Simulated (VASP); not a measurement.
# Ag (I4/mmm) in VASP: a series of runs, part 2 of 2

VASP 6.6.1. The steps go on from the part before.

**3. Single point, r2SCAN (strain -0.015 along x and y, +0.000 along z)**

File POSCAR:

```
Ag
1.0
    0.0000000000      2.0124535000      2.0431000000
    2.0124535000      0.0000000000      2.0431000000
    2.0124535000      2.0124535000      0.0000000000
Ag
1
Direct
    0.0000000000      0.0000000000      0.0000000000
```

File INCAR.step1:

```
SYSTEM = Ag
PREC = Accurate
ENCUT = 520
ISMEAR = 0
SIGMA = 0.15
LREAL = .FALSE.
LASPH = .TRUE.
NELM = 100
NBANDS = 12
GGA = PE
ALGO = Normal
EDIFF = 1E-4
LWAVE = .TRUE.
LCHARG = .FALSE.
```

File INCAR.step2:

```
SYSTEM = Ag
PREC = Accurate
ENCUT = 520
EDIFF = 1E-6
ISMEAR = 0
SIGMA = 0.15
LREAL = .FALSE.
LASPH = .TRUE.
NELM = 100
ALGO = Normal
ISIF = 2
LWAVE = .FALSE.
LCHARG = .FALSE.
METAGGA = R2SCAN
LMIXTAU = .TRUE.
NBANDS = 12
ISTART = 1
```

File KPOINTS:

```
regular mesh
0
G
  20 20 20
  0 0 0
```

Potentials or basis: VASP PAW PBE potentials, release 64 (Ag).

Command:

```bash
> cat potpaw_PBE.64/Ag/POTCAR > POTCAR
> cp INCAR.step1 INCAR
> mpirun -np 1 vasp_std > vasp.out
> cp INCAR.step2 INCAR
> mpirun -np 1 vasp_std > vasp.out
```

Run time: 2.5 min. Hardware: 1 thread of Intel Xeon 6975P-C (Granite Rapids), shared host; peak memory 0.25 GiB.

It converged, with:

```yaml
Free_energy: -21.3487 eV
Pressure: 5.3 GPa
Band_gap_on_the_k_mesh: zero (an odd number of electrons rules out a gap without spin polarisation)
```

Stress tensor (GPa, compression positive):
```
5.55 0.00 0.00
0.00 5.55 0.00
0.00 0.00 4.86
```

Levels at points of the mesh, in eV from the Fermi level:
| k point | band 3 | band 4 | band 5 | band 6 | band 7 | band 8 | band 9 | band 10 |
| --- | --- | --- | --- | --- | --- | --- | --- | --- |
| (0.00, 0.00, 0.00) | -5.23 | -5.23 | -4.22 | -4.11 | 16.71 | 20.48 | 20.71 | 20.71 |
| (0.50, 0.00, 0.00) | -5.25 | -3.33 | -3.28 | -0.43 | 3.87 | 15.94 | 18.77 | 19.12 |
| (0.50, 0.50, 0.00) | -3.34 | -3.08 | -3.08 | 1.50 | 6.95 | 11.48 | 11.48 | 18.22 |
| (0.50, 0.00, 0.50) | -3.35 | -3.11 | -3.03 | 1.78 | 7.34 | 11.19 | 11.21 | 17.95 |

Caveat: the cell differs from its parent crystal (strain -0.015 along x and y, +0.000 along z); the cell stands under pressure; the PAW data sets were made with another functional, which shifts forces and pressure a little.

**4. Single point, r2SCAN (strain +0.000 along x and y, -0.015 along z)**

File POSCAR:

```
Ag
1.0
    0.0000000000      2.0431000000      2.0124535000
    2.0431000000      0.0000000000      2.0124535000
    2.0431000000      2.0431000000      0.0000000000
Ag
1
Direct
    0.0000000000      0.0000000000      0.0000000000
```

File INCAR.step1:

```
SYSTEM = Ag
PREC = Accurate
ENCUT = 520
ISMEAR = 0
SIGMA = 0.15
LREAL = .False.
LASPH = .True.
NELM = 80
NBANDS = 12
GGA = PE
ALGO = Normal
EDIFF = 1E-4
LWAVE = .True.
LCHARG = .False.
```

File INCAR.step2:

```
SYSTEM = Ag
PREC = Accurate
ENCUT = 520
EDIFF = 1E-6
ISMEAR = 0
SIGMA = 0.15
LREAL = .False.
LASPH = .True.
NELM = 80
ALGO = Normal
ISIF = 2
LWAVE = .False.
LCHARG = .False.
METAGGA = R2SCAN
LMIXTAU = .True.
NBANDS = 12
ISTART = 1
```

File KPOINTS:

```
Automatic mesh
0
Gamma
  20 20 20
  0 0 0
```

Command:

```bash
> cat potpaw_PBE.64/Ag/POTCAR > POTCAR
> cp INCAR.step1 INCAR
> mpirun -np 1 vasp_std > vasp.out
> cp INCAR.step2 INCAR
> mpirun -np 1 vasp_std > vasp.out
```

It took 3.3 min on 1 thread of Intel Xeon 6975P-C (Granite Rapids), shared host; peak memory 0.25 GiB.

The run converged. Its results:

- Free energy: -21.3557 eV
- Pressure: 3.4 GPa
- Band gap on the k mesh: zero (an odd number of electrons rules out a gap without spin polarisation)

Stress tensor (GPa, compression positive):
```
3.18 0.00 0.00
0.00 3.18 0.00
0.00 0.00 3.75
```

Levels at points of the mesh, in eV from the Fermi level:
| k point | band 3 | band 4 | band 5 | band 6 | band 7 | band 8 | band 9 | band 10 |
| --- | --- | --- | --- | --- | --- | --- | --- | --- |
| (0.00, 0.00, 0.00) | -5.24 | -5.14 | -4.19 | -4.08 | 16.68 | 20.43 | 20.43 | 20.65 |
| (0.50, 0.00, 0.00) | -5.19 | -3.32 | -3.27 | -0.39 | 3.78 | 15.90 | 18.59 | 18.97 |
| (0.50, 0.50, 0.00) | -3.34 | -3.07 | -3.07 | 1.89 | 7.35 | 11.02 | 11.02 | 17.68 |
| (0.50, 0.00, 0.50) | -3.34 | -3.11 | -3.04 | 1.61 | 6.96 | 11.29 | 11.32 | 17.94 |

Caveat: the cell differs from its parent crystal (strain +0.000 along x and y, -0.015 along z); the cell stands under pressure; the PAW data sets were made with another functional, which shifts forces and pressure a little.

**5. Single point, r2SCAN (strain -0.015 along x and y, +0.015 along z)**

File POSCAR:

```
Ag
1.0
    0.0000000000      2.0124535000      2.0737465000
    2.0124535000      0.0000000000      2.0737465000
    2.0124535000      2.0124535000      0.0000000000
Ag
1
Direct
    0.0000000000      0.0000000000      0.0000000000
```

File INCAR.step1:

```
PREC = Accurate
ENCUT = 520
ISMEAR = 0
SIGMA = 0.15
LREAL = F
LASPH = T
NELM = 60
NBANDS = 12
GGA = PE
ALGO = Normal
EDIFF = 1E-4
LWAVE = T
LCHARG = F
```

File INCAR.step2:

```
PREC = Accurate
ENCUT = 520
EDIFF = 1E-7
ISMEAR = 0
SIGMA = 0.15
LREAL = F
LASPH = T
NELM = 60
ALGO = Normal
ISIF = 2
LWAVE = F
LCHARG = F
METAGGA = R2SCAN
LMIXTAU = T
NBANDS = 12
ISTART = 1
```

File KPOINTS:

```
Automatic mesh
0
Gamma
  20 20 20
```

Command:

```bash
> cat potpaw_PBE.64/Ag/POTCAR > POTCAR
> cp INCAR.step1 INCAR
> mpirun -np 1 vasp_std > vasp.out
> cp INCAR.step2 INCAR
> mpirun -np 1 vasp_std > vasp.out
```

Wall time 3.6 min (1 thread of Intel Xeon 6975P-C (Granite Rapids), shared host); peak memory 0.24 GiB.

It converged, with:

* Free energy: -21.3545 eV
* Pressure: 3.4 GPa
* Band gap on the k mesh: zero (an odd number of electrons rules out a gap without spin polarisation)

Stress tensor (GPa, compression positive):
```
3.89 0.00 0.00
0.00 3.89 0.00
0.00 0.00 2.49
```

Levels at points of the mesh, in eV from the Fermi level:
| k point | band 2 | band 3 | band 4 | band 5 | band 6 | band 7 | band 8 | band 9 | band 10 | band 11 |
| --- | --- | --- | --- | --- | --- | --- | --- | --- | --- | --- |
| (0.00, 0.00, 0.00) | -5.35 | -5.15 | -5.15 | -4.25 | -4.04 | 16.69 | 20.22 | 20.64 | 20.64 | 25.49 |
| (0.50, 0.00, 0.00) | -5.34 | -5.15 | -3.35 | -3.26 | -0.39 | 3.78 | 15.85 | 18.48 | 19.14 | 23.44 |
| (0.50, 0.50, 0.00) | -6.80 | -3.33 | -3.09 | -3.09 | 1.34 | 6.57 | 11.58 | 11.58 | 18.21 | 18.43 |
| (0.50, 0.00, 0.50) | -6.78 | -3.35 | -3.15 | -3.00 | 1.88 | 7.34 | 11.00 | 11.05 | 17.68 | 17.88 |

Caveat: the cell differs from its parent crystal (strain -0.015 along x and y, +0.015 along z); the cell stands under pressure; the PAW data sets were made with another functional, which shifts forces and pressure a little.

**6. Single point, r2SCAN (strain -0.015 along x and y, +0.030 along z)**

File POSCAR:

```
Ag
1.0
    0.0000000000      2.0124535000      2.1043930000
    2.0124535000      0.0000000000      2.1043930000
    2.0124535000      2.0124535000      0.0000000000
Ag
1
Direct
    0.0000000000      0.0000000000      0.0000000000
```

File INCAR.step1:

```
SYSTEM = Ag
PREC     = Accurate       ! precision mode
ENCUT    = 520            ! plane-wave cutoff, eV
ISMEAR   = 0              ! smearing method
SIGMA    = 0.15           ! smearing width, eV
LREAL    = .False.        ! projectors in reciprocal space
LASPH    = .True.         ! aspherical terms in the spheres
NELM     = 80             ! most SCF steps
NBANDS   = 12             ! bands
GGA      = PE             ! functional
ALGO     = Normal         ! electronic algorithm
EDIFF    = 1E-4           ! SCF threshold, eV
LWAVE    = .True.         ! write WAVECAR
LCHARG   = .False.        ! write CHGCAR
```

File INCAR.step2:

```
SYSTEM = Ag
PREC     = Accurate       ! precision mode
ENCUT    = 520            ! plane-wave cutoff, eV
EDIFF    = 1E-6           ! SCF threshold, eV
ISMEAR   = 0              ! smearing method
SIGMA    = 0.15           ! smearing width, eV
LREAL    = .False.        ! projectors in reciprocal space
LASPH    = .True.         ! aspherical terms in the spheres
NELM     = 80             ! most SCF steps
ALGO     = Normal         ! electronic algorithm
ISIF     = 2              ! what is computed and relaxed
LWAVE    = .False.        ! write WAVECAR
LCHARG   = .False.        ! write CHGCAR
METAGGA  = R2SCAN         ! meta-GGA
LMIXTAU  = .True.       
NBANDS   = 12             ! bands
ISTART   = 1
```

File KPOINTS:

```
regular mesh
0
Gamma
  20 20 20
  0 0 0
```

Potentials or basis: VASP PAW PBE potentials, release 64 (Ag).

Command:

```bash
> cat potpaw_PBE.64/Ag/POTCAR > POTCAR
> cp INCAR.step1 INCAR
> mpirun -np 1 vasp_std > vasp.out
> cp INCAR.step2 INCAR
> mpirun -np 1 vasp_std > vasp.out
```

It took 2.5 min on 1 thread of Intel Xeon 6975P-C (Granite Rapids), shared host; peak memory 0.25 GiB.

The run converged. Its results:

```yaml
Free_energy: -21.3568 eV
Pressure: 1.7 GPa
Band_gap_on_the_k_mesh: zero (an odd number of electrons rules out a gap without spin polarisation)
```

Stress tensor (GPa, compression positive):
```
2.41 0.00 0.00
0.00 2.41 0.00
0.00 0.00 0.34
```

Levels at points of the mesh, in eV from the Fermi level:
| k point | band 4 | band 5 | band 6 | band 7 | band 8 | band 9 |
| --- | --- | --- | --- | --- | --- | --- |
| (0.00, 0.00, 0.00) | -5.06 | -4.28 | -3.97 | 16.66 | 19.97 | 20.57 |
| (0.50, 0.00, 0.00) | -3.36 | -3.24 | -0.35 | 3.70 | 15.71 | 18.25 |
| (0.50, 0.50, 0.00) | -3.11 | -3.11 | 1.19 | 6.21 | 11.68 | 11.68 |
| (0.50, 0.00, 0.50) | -3.19 | -2.97 | 1.98 | 7.34 | 10.84 | 10.89 |

Caveat: the cell differs from its parent crystal (strain -0.015 along x and y, +0.030 along z); the PAW data sets were made with another functional, which shifts forces and pressure a little.

**7. Summary**

| cell | gap on the mesh (eV) | pressure (GPa) |
| --- | --- | --- |
| a = 2.846, b = 2.846, c = 2.889 Å, angles 59.5, 59.5, 61.0°, 1 atom | none | 5.4 |
| a = 2.868, b = 2.868, c = 2.846 Å, angles 60.3, 60.3, 59.5°, 1 atom | none | 5.3 |
| a = 2.868, b = 2.868, c = 2.889 Å, angles 59.8, 59.8, 60.5°, 1 atom | none | 3.4 |
| a = 2.890, b = 2.890, c = 2.846 Å, angles 60.5, 60.5, 59.0°, 1 atom | none | 3.4 |
| a = 2.912, b = 2.912, c = 2.846 Å, angles 60.7, 60.7, 58.5°, 1 atom | none | 1.7 |

Alike in all rows: task single point; level r2SCAN; potentials or basis VASP PAW PBE potentials, release 64 (Ag); no spin polarisation; k mesh 20 × 20 × 20; cutoff (eV) 520; smearing gaussian 0.15 eV.

Caveats: the PAW data sets were made with another functional, which shifts forces and pressure a little; the cell stands under pressure (at least some runs).

Absolute energies hang on the potentials; compare differences alone.
